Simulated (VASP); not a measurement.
A run of VASP 6.6.1:

Contents of INCAR:

```
SYSTEM = BO3
  PREC = Accurate
  ENCUT = 600
  EDIFF = 1E-6
  ISMEAR = 0
  SIGMA = 0.1
  LREAL = .FALSE.
  LASPH = .TRUE.
  NELM = 150
  ALGO = Normal
  ISIF = 3
  LWAVE = .FALSE.
  LCHARG = .FALSE.
  ISPIN = 2
  MAGMOM = 0 0.65 0.65 0.65
  LORBIT = 11
  GGA = PE
  IBRION = 2
  NSW = 90
  EDIFFG = -0.04
```

KPOINTS

```
regular mesh
0
G
  6 6 6
  0 0 0
```

POSCAR

```
BO3
1.0
    3.0529428106      0.0000000000      0.0000000000
    0.0000000000      3.0529428106      0.0000000000
    0.0000000000      0.0000000000      3.0529428106
B O
1 3
Direct
    0.0000000000      0.0000000000      0.0000000000
    0.0000000000      0.5000000000      0.5000000000
    0.5000000000      0.0000000000      0.5000000000
    0.5000000000      0.5000000000      0.0000000000
```

Potentials or basis: VASP PAW PBE potentials, release 64 (B, O).

Launch:

```console
$ cat potpaw_PBE.64/B/POTCAR potpaw_PBE.64/O/POTCAR > POTCAR
$ mpirun -np 1 vasp_std > vasp.out
```

Hardware: 1 thread of Intel Xeon 8259CL, with other jobs on the host.

**Question.** Estimate the wall time of this run.

**Answer.** It took 120 s on 1 thread of Intel Xeon 8259CL (shared host), peak memory 0.15 GiB. Counts: scf iterations 52, k points 20, ion steps 5.
